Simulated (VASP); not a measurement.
# Si16C (a cell with a defect) in VASP: single point with PBE

Aim: the single point of Si16C (a cell with a defect) with PBE.

Everything below comes from runs of VASP 6.6.1. Logs are shortened: lines on timing, memory, paths and dates and some standing lists are left out, and cuts for length are marked.

### 1 The cell of the first run

The cell holds a defect, 17 atoms: a = 7.679 Å, b = 7.679 Å, c = 7.679 Å, α = 60.00°, β = 60.00°, γ = 60.00°.

### 2 Single point, PBE, collinear spin

File INCAR:

```
SYSTEM = Si16C
PREC = Accurate
ENCUT = 520
EDIFF = 1E-6
ISMEAR = -1
SIGMA = 0.02
LREAL = Auto
LASPH = .TRUE.
NELM = 150
ALGO = Normal
ISIF = 2
LWAVE = .FALSE.
LCHARG = .FALSE.
ISPIN = 2
MAGMOM = 0 0 0 0 0 0 0 0 0 0 0 0 0 0 0 0 1
LORBIT = 11
GGA = PE
NBANDS = 52
```

File KPOINTS:

```
Automatic mesh
0
G
  2 2 2
  0 0 0
```

File POSCAR:

```
Si16C
1.0
    0.0000000000      5.4300000000      5.4300000000
    5.4300000000      0.0000000000      5.4300000000
    5.4300000000      5.4300000000      0.0000000000
Si C
16 1
Direct
    0.0620106685     -0.0303242901     -0.0889111474
    0.0810612278      0.1468879711      0.1434674091
   -0.0166773092     -0.0016355751      0.5108412425
    0.1483610711      0.1491888401      0.5541689993
   -0.0191596510      0.5153864341      0.0109724988
    0.1225870109      0.6226450207      0.1296772295
   -0.0108644968      0.5158007482      0.5044719274
    0.1188666169      0.6252008611      0.6380600120
    0.4763066887      0.0270283973      0.0213668259
    0.6300941687      0.1476084774      0.1427204654
    0.5079735060     -0.0019682273      0.5099084599
    0.6093692804      0.1336805119      0.6467064515
    0.4904422378      0.5160214942      0.0117686682
    0.6073501432      0.6523962831      0.1320839195
    0.4922987619      0.5082060934      0.5060690806
    0.6164079665      0.6249327045      0.6386354843
    0.8985273085      0.1549446554      0.0496946733
```

Potentials or basis: VASP PAW PBE potentials, release 64 (Si, C).

Launch:

```console
> cat potpaw_PBE.64/Si/POTCAR potpaw_PBE.64/C/POTCAR > POTCAR
> mpirun -np 1 vasp_std > vasp.out
```

OUTCAR:

```text
SYSTEM = Si16C
   PREC = Accurate
   ENCUT = 520
   EDIFF = 1E-6
   ISMEAR = -1
   LREAL = Auto
   LASPH = .TRUE.
   NELM = 150
   ISIF = 2
   ISPIN = 2
   LORBIT = 11
   GGA = PE

 ion  position               nearest neighbor table
   1  0.062  0.970  0.911-  17 1.77   4 2.27   6 2.28   2 2.82  10 2.83
   2  0.081  0.147  0.143-  17 1.83   3 2.31   5 2.32   9 2.48   1 2.82
   3  0.983  0.998  0.511-   4 2.31   2 2.31   8 2.34  12 2.35
   4  0.148  0.149  0.554-   1 2.27   3 2.31  11 2.31   7 2.35
   5  0.981  0.515  0.011-   6 2.31   2 2.32   8 2.34  14 2.34
   6  0.123  0.623  0.130-   1 2.28   5 2.31  13 2.31   7 2.35
   7  0.989  0.516  0.504-   8 2.34  16 2.34   4 2.35   6 2.35
   8  0.119  0.625  0.638-   7 2.34   5 2.34   3 2.34  15 2.34
   9  0.476  0.027  0.021-  14 2.35  12 2.35   2 2.48  10 2.49
  10  0.630  0.148  0.143-  17 1.83  11 2.31  13 2.32   9 2.49   1 2.83
  11  0.508  0.998  0.510-   4 2.31  10 2.31  16 2.34  12 2.35
  12  0.609  0.134  0.647-  11 2.35   3 2.35  15 2.35   9 2.35
  13  0.490  0.516  0.012-   6 2.31  10 2.32  16 2.34  14 2.34
  14  0.607  0.652  0.132-   5 2.34  13 2.34  15 2.35   9 2.35
  15  0.492  0.508  0.506-  16 2.34   8 2.34  14 2.35  12 2.35
  16  0.616  0.625  0.639-   7 2.34  11 2.34  15 2.34  13 2.34
  17  0.899  0.155  0.050-   1 1.77   2 1.83  10 1.83

  LATTYP: Found a face centered cubic cell.
 ALAT       =    10.8600000000

  Lattice vectors:

 A1 = (   0.0000000000,   5.4300000000,   5.4300000000)
 A2 = (   5.4300000000,   0.0000000000,   5.4300000000)
 A3 = (   5.4300000000,   5.4300000000,   0.0000000000)

Analysis of symmetry for initial positions (statically):
=====================================================================
 Subroutine PRICEL returns:
 Original cell was already a primitive cell.

 Routine SETGRP: Setting up the symmetry group for a
 face centered cubic supercell.

 Subroutine GETGRP returns: Found  1 space group operations
 (whereof  1 operations were pure point group operations)
 out of a pool of 48 trial point group operations.

The static configuration has the point symmetry C_1 .

Analysis of symmetry for dynamics (positions and initial velocities):
=====================================================================
 Subroutine PRICEL returns:
 Original cell was already a primitive cell.

 Routine SETGRP: Setting up the symmetry group for a
 face centered cubic supercell.

 Subroutine GETGRP returns: Found  1 space group operations
 (whereof  1 operations were pure point group operations)
 out of a pool of 48 trial point group operations.

The dynamic configuration has the point symmetry C_1 .

Analysis of structural, dynamic, and magnetic symmetry:
[... 169 lines left out ...]
  ---------------------------------------------------
  free energy    TOTEN  =       -91.10941994 eV

  energy without entropy =      -91.10645208  energy(sigma->0) =      -91.10793601

 E-fermi :   6.3266     XC(G=0):  -9.5581

 val. band max:        6.2788818983   @ k =   0.0000   0.0000   0.5000
 cond. band min:       6.3739185717   @ k =   0.0000   0.0000   0.0000
 fundamental gap:      0.0950366734
 Fermi energy:         6.3265973940

 spin component 1

 k-point     1 :       0.0000    0.0000    0.0000
  band No.  band energies     occupation
      1      -7.0594      1.00000
      2      -5.3210      1.00000
      3      -3.8553      1.00000
      4      -3.8163      1.00000
      5      -3.7221      1.00000
      6      -2.9348      1.00000
[... 381 lines left out ...]
     45      10.1260      0.00000
     46      10.2176      0.00000
 Fermi energy:         6.3265973940

 spin component 2

 k-point     1 :       0.0000    0.0000    0.0000
  band No.  band energies     occupation
      1      -7.0594      1.00000
      2      -5.3210      1.00000
      3      -3.8553      1.00000
      4      -3.8163      1.00000
      5      -3.7221      1.00000
      6      -2.9348      1.00000
[... 381 lines left out ...]
     45      10.1260      0.00000
     46      10.2176      0.00000
 [bands above 46 left out]

------------------------ aborting loop because EDIFF is reached ----------------------------------------

  FORCE on cell =-STRESS in cart. coord.  units (eV):
  Direction    XX          YY          ZZ          XY          YZ          ZX
  --------------------------------------------------------------------------------------
  -------------------------------------------------------------------------------------
  Total       13.7700475      5.7266409      5.7181480      0.2815829     -2.0275797     -0.1762069
  in kB       68.8995742     28.6537222     28.6112273      1.4089235    -10.1451629     -0.8816660
  external PRESSURE =      42.0548412 kB  Pullay stress =       0.0000000 kB

 VOLUME and BASIS-vectors are now :
 -----------------------------------------------------------------------------
  energy-cutoff  :      520.00
  volume of cell :      320.21
      direct lattice vectors                 reciprocal lattice vectors
     0.000000000  5.430000000  5.430000000    -0.092081031  0.092081031  0.092081031
     5.430000000  0.000000000  5.430000000     0.092081031 -0.092081031  0.092081031
     5.430000000  5.430000000  0.000000000     0.092081031  0.092081031 -0.092081031

 POSITION                                       TOTAL-FORCE (eV/Angst)
 -----------------------------------------------------------------------------------
     10.21255      5.28393      5.60206        -0.056707     -0.012753     -0.020844
      1.57663      1.21919      1.23776         0.026971     -0.003526      0.012991
      8.19499      8.11331     10.76056        -0.002952      0.004400     -0.000987
      3.81923      3.81474      1.61570        -0.005301      0.000183      0.006695
      2.85813      5.38554      8.12451         0.000344      0.016514     -0.014820
      4.08511      1.36979      4.04661        -0.008946      0.011377      0.016144
[... 9 lines left out ...]
      6.86118      6.81489      6.74048         0.001361      0.006830      0.005347
      1.11119      5.14885      5.72035         0.055018     -0.017803     -0.009336
 -----------------------------------------------------------------------------------
    total drift:                               -0.001174      0.006547     -0.003720

  FREE ENERGIE OF THE ION-ELECTRON SYSTEM (eV)
  ---------------------------------------------------
  free  energy   TOTEN  =       -91.1094199377 eV

  energy  without entropy=      -91.1064520778  energy(sigma->0) =      -91.10793601

 total charge

# of ion       s       p       d       tot
------------------------------------------
    1        0.791   0.924   0.000   1.715
    2        0.748   0.922   0.000   1.670
    3        0.748   0.959   0.000   1.708
    4        0.752   0.973   0.000   1.725
    5        0.753   0.952   0.000   1.705
    6        0.754   0.973   0.000   1.727
[... 9 lines left out ...]
   16        0.741   0.958   0.000   1.699
   17        0.885   1.602   0.000   2.487
--------------------------------------------------
tot         12.871  16.773   0.000  29.644

 magnetization (x)

# of ion       s       p       d       tot
------------------------------------------
    1       -0.000  -0.000   0.000  -0.000
    2       -0.000  -0.000   0.000  -0.000
    3       -0.000   0.000   0.000   0.000
    4        0.000   0.000   0.000   0.000
    5       -0.000   0.000   0.000  -0.000
    6       -0.000   0.000   0.000   0.000
[... 9 lines left out ...]
   16       -0.000  -0.000   0.000  -0.000
   17        0.000   0.000   0.000   0.000
--------------------------------------------------
tot         -0.000   0.000   0.000  -0.000
```

Wall time 16 min (1 thread of Intel Xeon 8259CL, shared host); peak memory 0.71 GiB.

Results:

| Item | Value |
| --- | --- |
| Free energy | -91.1094 eV |
| Pressure | 4.2 GPa |
| Largest force | 0.062 eV/Å |
| Band gap on the k mesh | zero (filled and empty bands overlap) |
| Net moment | 0.00 μB per cell |
| Valence electrons inside the program's atomic spheres | Si 1.72, 1.67, 1.71, 1.73, 1.69, 1.70, 1.65 (each value once); C 2.49 |

Forces on the atoms (eV/Å):
```
Si  -0.057 -0.013 -0.021
Si   0.027 -0.004  0.013
Si  -0.003  0.004 -0.001
Si  -0.005  0.000  0.007
Si   0.000  0.017 -0.015
Si  -0.009  0.011  0.016
Si   0.001 -0.005  0.009
Si  -0.004  0.000 -0.001
Si  -0.007  0.000 -0.003
Si   0.004 -0.001  0.001
Si   0.010 -0.002 -0.007
Si  -0.002 -0.003  0.007
Si  -0.009  0.006  0.001
Si  -0.002 -0.003 -0.004
Si  -0.001  0.002  0.002
Si   0.001  0.007  0.005
C    0.055 -0.018 -0.009
```

Caveat: the k points lie up to 0.50 Å⁻¹ apart, too coarse for converged energies and pressures of a metal.

The gap in the log of VASP goes by the Fermi energy; the results here count the filled bands.